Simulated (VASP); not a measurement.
# AgCl (Pm-3m) in VASP: a series of runs

The runs below take AgCl through electric field gradients, with PBEsol.

All numbers are computed with VASP 6.6.1; they aren't measurements. Logs are shortened: lines on timing, memory, paths and dates and some standing lists are left out, and cuts for length are marked.

## 1. The cell of the first run

The structure is cubic, space group Pm-3m (No. 221). The conventional cell has a = 3.457 Å, b = 3.457 Å, c = 3.457 Å, α = 90.00°, β = 90.00°, γ = 90.00°. Within 3.9 Å of Ag (site symmetry m-3m) lie 8 Cl at 2.99 Å and 6 Ag at 3.46 Å. Cl (site symmetry m-3m) has 8 Ag at 2.99 Å and 6 Cl at 3.46 Å within 3.9 Å.

## 2. Electric field gradients, PBEsol (20.65 Å³/atom)

Contents of INCAR:

```
SYSTEM = AgCl
ALGO     = Normal         ! electronic algorithm
EDIFF    = 1E-8           ! SCF threshold, eV
ENCUT    = 520            ! plane-wave cutoff, eV
GGA      = PS             ! functional
ISIF     = 2              ! what is computed and relaxed
ISMEAR   = -1             ! smearing method
LASPH    = .TRUE.         ! aspherical terms in the spheres
LCHARG   = .FALSE.        ! write CHGCAR
LEFG     = .TRUE.       
LREAL    = .FALSE.        ! projectors in reciprocal space
LWAVE    = .FALSE.        ! write WAVECAR
NBANDS   = 16             ! bands
NELM     = 60             ! most SCF steps
PREC     = Accurate       ! precision mode
SIGMA    = 0.01           ! smearing width, eV
```

Contents of KPOINTS:

```
k-points
0
G
  9 9 9
  0 0 0
```

Contents of POSCAR:

```
AgCl
1.0
    3.4567152058      0.0000000000      0.0000000000
    0.0000000000      3.4567152058      0.0000000000
    0.0000000000      0.0000000000      3.4567152058
Ag Cl
1 1
Direct
    0.0000000000      0.0000000000      0.0000000000
    0.5000000000      0.5000000000      0.5000000000
```

Potentials or basis: VASP PAW PBE potentials, release 64 (Ag, Cl).

Launch:

```sh
$ cat potpaw_PBE.64/Ag/POTCAR potpaw_PBE.64/Cl/POTCAR > POTCAR
$ mpirun -np 1 vasp_std > vasp.out
```

OUTCAR:

```text
SYSTEM = AgCl
   EDIFF = 1E-8
   ENCUT = 520
   GGA = PS
   ISIF = 2
   ISMEAR = -1
   LASPH = .TRUE.
   LREAL = .FALSE.
   NELM = 60
   PREC = Accurate

 ion  position               nearest neighbor table
   1  0.000  0.000  0.000-   2 2.99   2 2.99   2 2.99   2 2.99   2 2.99   2 2.99   2 2.99   2 2.99

   2  0.500  0.500  0.500-   1 2.99   1 2.99   1 2.99   1 2.99   1 2.99   1 2.99   1 2.99   1 2.99

  LATTYP: Found a simple cubic cell.
 ALAT       =     3.4567152058

  Lattice vectors:

 A1 = (   3.4567152058,   0.0000000000,   0.0000000000)
 A2 = (   0.0000000000,   3.4567152058,   0.0000000000)
 A3 = (   0.0000000000,   0.0000000000,   3.4567152058)

Analysis of symmetry for initial positions (statically):
=====================================================================
 Subroutine PRICEL returns:
 Original cell was already a primitive cell.

 Routine SETGRP: Setting up the symmetry group for a
 simple cubic supercell.

 Subroutine GETGRP returns: Found 48 space group operations
 (whereof 48 operations were pure point group operations)
 out of a pool of 48 trial point group operations.

The static configuration has the point symmetry O_h .

Analysis of symmetry for dynamics (positions and initial velocities):
=====================================================================
 Subroutine PRICEL returns:
 Original cell was already a primitive cell.

 Routine SETGRP: Setting up the symmetry group for a
 simple cubic supercell.

 Subroutine GETGRP returns: Found 48 space group operations
 (whereof 48 operations were pure point group operations)
 out of a pool of 48 trial point group operations.

The dynamic configuration has the point symmetry O_h .

 Subroutine INISYM returns: Found 48 space group operations
 (whereof 48 operations are pure point group operations),
 and found     1 'primitive' translations

----------------------------------------------------------------------------------------

                                     Primitive cell

  volume of cell :      41.3039

  direct lattice vectors                    reciprocal lattice vectors
     3.456715206  0.000000000  0.000000000     0.289291984  0.000000000  0.000000000
     0.000000000  3.456715206  0.000000000     0.000000000  0.289291984  0.000000000
     0.000000000  0.000000000  3.456715206     0.000000000  0.000000000  0.289291984

  length of vectors
     3.456715206  3.456715206  3.456715206     0.289291984  0.289291984  0.289291984

  position of ions in fractional coordinates (direct lattice)
     0.000000000  0.000000000  0.000000000
     0.500000000  0.500000000  0.500000000

  ion indices of the primitive-cell ions
   primitive index   ion index
                 1           1
                 2           2

----------------------------------------------------------------------------------------

 KPOINTS: k-points

Automatic generation of k-mesh.
 Grid dimensions read from file:
 generate k-points for:    9    9    9

 Generating k-lattice:

  Cartesian coordinates                     Fractional coordinates (reciprocal lattice)
     0.032143554  0.000000000  0.000000000     0.111111111  0.000000000  0.000000000
     0.000000000  0.032143554  0.000000000     0.000000000  0.111111111  0.000000000
     0.000000000  0.000000000  0.032143554     0.000000000  0.000000000  0.111111111

  Length of vectors
     0.032143554  0.032143554  0.032143554

  Shift w.r.t. Gamma in fractional coordinates (k-lattice)
     0.000000000  0.000000000  0.000000000

 Subroutine IBZKPT returns following result:
 ===========================================

 Found     35 irreducible k-points:

 Following reciprocal coordinates:
            Coordinates               Weight
  0.000000  0.000000  0.000000      1.000000
  0.111111  0.000000  0.000000      6.000000
  0.222222  0.000000  0.000000      6.000000
  0.333333  0.000000  0.000000      6.000000
  0.444444  0.000000  0.000000      6.000000
  0.111111  0.111111  0.000000     12.000000
[... 16 lines left out ...]
  0.333333  0.333333  0.111111     24.000000
  0.444444  0.333333  0.111111     48.000000
 [... further k-points ...]
   k-points           NKPTS =     35   k-points in BZ     NKDIM =     35   number of bands    NBANDS=     16
   number of dos      NEDOS =    301   number of ions     NIONS =      2
   total plane-waves  NPLWV =  21952
   dimension x,y,z NGX =    28 NGY =   28 NGZ =   28
   dimension x,y,z NGXF=    56 NGYF=   56 NGZF=   56
   ions per type =               1   1
   NGX,Y,Z   is equivalent  to a cutoff of  13.47, 13.47, 13.47 a.u.
   NGXF,Y,Z  is equivalent  to a cutoff of  26.93, 26.93, 26.93 a.u.
 SYSTEM =  AgCl
   PREC   = accura    normal or accurate (medium, high low for compatibility)
   ISTART =      0    job   : 0-new  1-cont  2-samecut
   ICHARG =      2    charge: 1-file 2-atom 10-const
   ISPIN  =      1    spin polarized calculation?
   LNONCOLLINEAR =      F non collinear calculations
   LSORBIT =      F    spin-orbit coupling
   LASPH  =      T    aspherical Exc in radial PAW
   ENCUT  =  520.0 eV  38.22 Ry    6.18 a.u.   6.43  6.43  6.43*2*pi/ulx,y,z
   NELM   =     60;   NELMIN=  2; NELMDL= -5     # of ELM steps
   EDIFF  = 0.1E-07   stopping-criterion for ELM
   LREAL  =      F    real-space projection
   EDIFFG = 0.1E-06   stopping-criterion for IOM
   NSW    =      0    number of steps for IOM
   IBRION =     -1    ionic relax: 0-MD 1-quasi-New 2-CG
   NFREE  =      0    steps in history (QN), initial steepest desc. (CG)
   ISIF   =      2    stress and relaxation
   ISYM   =      2    0-nonsym 1-usesym 2-fastsym
   POTIM  = 0.5000    time-step for ionic-motion
   TEBEG  =    0.0;   TEEND  =   0.0 temperature during run
   PSTRESS=    0.0 pullay stress
   NELECT =      18.0000    total number of electrons
   NUPDOWN=      -1.0000    fix difference up-down
   EMIN   =  10.00;   EMAX   =-10.00  energy-range for DOS
   EFERMI =   0.00;   METHOD = LEGACY
   ISMEAR =    -1;   SIGMA  =   0.01  broadening in eV -4-tet -1-fermi 0-gaus
   EFERMI_NEDOS =   21; number of points for ismear=-14 and -15
   IALGO  =     38    algorithm
   IMIX   =      4    mixing-type and parameters
     AMIX     =   0.40;   BMIX     =  1.00
     AMIX_MAG =   1.60;   BMIX_MAG =  1.00
  volume/ion in A,a.u.               =      20.65       139.37
  Fermi-wavevector in a.u.,A,eV,Ry     =   1.241182  2.345494 20.960214  1.540532
  Thomas-Fermi vector in A             =   2.375591
   LORBIT       =      0    0 simple, 1 ext, 2 COOP (PROOUT), +10 PAW based schemes
   GGA     = PS    functional components
   LHFCALC =     F    Hartree Fock is set to
   AEXX    =    0.0000 exact exchange contribution
   IVDW    =     0    specifies the selected vdW correction
   LEPSILON=     F    determine dielectric tensor
   LRPA    =     F    only Hartree local field effects (RPA)
 non-spin polarized calculation
  energy-cutoff  :      520.00
  volume of cell :       41.30
 maximum number of plane-waves:      1141
 NGX is ok and might be reduce to    28
   NGX = 13   NGY = 13   NGZ = 13

 number of electron      18.0000000 magnetization

 Free energy of the ion-electron system (eV)
  ---------------------------------------------------
  ext. energy  EPLUGINS =         0.00000000
  ---------------------------------------------------
  free energy    TOTEN  =        -5.73964076 eV

  energy without entropy =       -5.73964076  energy(sigma->0) =       -5.73964076

 E-fermi :   3.7165     XC(G=0): -10.5127

 val. band max:        3.5173724271   @ k =   0.4444   0.0000   0.0000
 cond. band min:       3.9549799278   @ k =   0.0000   0.0000   0.0000
 fundamental gap:      0.4376075007
 Fermi energy:         3.7164543894

 k-point     1 :       0.0000    0.0000    0.0000
  band No.  band energies     occupation
      1     -10.9048      2.00000
      2       0.8720      2.00000
      3       0.8720      2.00000
      4       1.7898      2.00000
      5       1.7898      2.00000
      6       1.7898      2.00000
[... 8 lines left out ...]
     15      16.8960      0.00000
     16      19.8791      0.00000

 k-point     2 :       0.1111    0.0000    0.0000
  band No.  band energies     occupation
      1     -10.8566      2.00000
      2       0.7219      2.00000
      3       0.8882      2.00000
      4       1.4855      2.00000
      5       1.4855      2.00000
      6       1.6797      2.00000
[... 8 lines left out ...]
     15      16.5980      0.00000
     16      19.8335      0.00000

 k-point     3 :       0.2222    0.0000    0.0000
  band No.  band energies     occupation
      1     -10.7298      2.00000
      2      -0.0361      2.00000
      3       0.9298      2.00000
      4       1.1443      2.00000
      5       1.1443      2.00000
      6       1.6450      2.00000
[... 8 lines left out ...]
     15      16.8471      0.00000
     16      19.7188      0.00000

 k-point     4 :       0.3333    0.0000    0.0000
  band No.  band energies     occupation
      1     -10.5760      2.00000
      2      -0.8553      2.00000
      3       0.8974      2.00000
      4       0.8974      2.00000
      5       0.9778      2.00000
      6       1.8260      2.00000
[... 8 lines left out ...]
     15      18.4303      0.00000
     16      19.5901      0.00000
[... 324 lines left out ...]
 k-point    22 :       0.4444    0.2222    0.1111
  band No.  band energies     occupation
      1     -10.3163      2.00000
      2      -0.8124      2.00000
      3       0.3724      2.00000
      4       1.1581      2.00000
      5       1.2221      2.00000
      6       1.6465      2.00000
[... 8 lines left out ...]
     15      17.5076      0.00000
     16      20.7069      0.00000

 k-point    23 :       0.3333    0.3333    0.1111
  band No.  band energies     occupation
      1     -10.2915      2.00000
      2      -0.2941      2.00000
      3       0.1395      2.00000
      4       1.0556      2.00000
      5       1.3298      2.00000
      6       1.6271      2.00000
[... 8 lines left out ...]
     15      17.2793      0.00000
     16      20.0966      0.00000

 k-point    24 :       0.4444    0.3333    0.1111
  band No.  band energies     occupation
      1     -10.2133      2.00000
      2      -0.4285      2.00000
      3       0.1194      2.00000
      4       1.2103      2.00000
      5       1.3770      2.00000
      6       1.5291      2.00000
[... 8 lines left out ...]
     15      17.4630      0.00000
     16      19.2803      0.00000

 [... further k-points ...]

------------------------ aborting loop because EDIFF is reached ----------------------------------------

  FORCE on cell =-STRESS in cart. coord.  units (eV):
  Direction    XX          YY          ZZ          XY          YZ          ZX
  --------------------------------------------------------------------------------------
  -------------------------------------------------------------------------------------
  Total       -1.3904952     -1.3904952     -1.3904952      0.0000000      0.0000000     -0.0000000
  in kB      -53.9373080    -53.9373080    -53.9373080      0.0000000      0.0000000     -0.0000000
  external PRESSURE =     -53.9373080 kB  Pullay stress =       0.0000000 kB

 VOLUME and BASIS-vectors are now :
 -----------------------------------------------------------------------------
  energy-cutoff  :      520.00
  volume of cell :       41.30
      direct lattice vectors                 reciprocal lattice vectors
     3.456715206  0.000000000  0.000000000     0.289291984  0.000000000  0.000000000
     0.000000000  3.456715206  0.000000000     0.000000000  0.289291984  0.000000000
     0.000000000  0.000000000  3.456715206     0.000000000  0.000000000  0.289291984

 POSITION                                       TOTAL-FORCE (eV/Angst)
 -----------------------------------------------------------------------------------
      0.00000      0.00000      0.00000         0.000000      0.000000      0.000000
      1.72836      1.72836      1.72836         0.000000      0.000000      0.000000
 -----------------------------------------------------------------------------------
    total drift:                               -0.000000      0.000000      0.000000

  FREE ENERGIE OF THE ION-ELECTRON SYSTEM (eV)
  ---------------------------------------------------
  free  energy   TOTEN  =        -5.7396407645 eV

  energy  without entropy=       -5.7396407645  energy(sigma->0) =       -5.73964076

 Electric field gradients (V/A^2)
---------------------------------------------------------------------
 ion       V_xx      V_yy      V_zz      V_xy      V_xz      V_yz
---------------------------------------------------------------------
   1       0.000     0.000     0.000     0.000    -0.000    -0.000
   2      -0.000    -0.000     0.000    -0.000     0.000     0.000
---------------------------------------------------------------------

 Electric field gradients after diagonalization (V/A^2)
 (convention: |V_zz| > |V_xx| > |V_yy|)
----------------------------------------------------------------------
 ion       V_xx      V_yy      V_zz     asymmetry (V_yy - V_xx)/ V_zz
----------------------------------------------------------------------
   1       0.000     0.000     0.000      -0.223
   2      -0.000    -0.000     0.000       0.128
----------------------------------------------------------------------

           NMR quadrupolar parameters

 Cq : quadrupolar parameter    Cq=e*Q*V_zz/h
 eta: asymmetry parameters     (V_yy - V_xx)/ V_zz
 Q  : nuclear electric quadrupole moment in mb (millibarn)
----------------------------------------------------------------------
 ion       Cq(MHz)       eta       Q (mb)
----------------------------------------------------------------------
   1       0.000      -0.223       1.000
   2       0.000       0.128       1.000
----------------------------------------------------------------------
```

Wall time 21 s (1 thread of AMD EPYC 7R13 (Zen 3), shared host); peak memory 0.14 GiB.

What came out:

```
Free energy                             : -5.7396 eV
Pressure                                : -5.4 GPa
Band gap on the k mesh                  : 0.44 eV (least direct gap 1.87 eV)
Largest electric field gradient by atom : under 0.05 V/Å² on every atom
```

Caveat: the cell stands under tension; semilocal functionals underestimate gaps, and a narrow one can read as zero; the PAW data sets were made with another functional, which shifts forces and pressure a little; an odd mesh through Γ misses points on the zone boundary, where band edges can lie.

(Continued in part 2 of 2.)
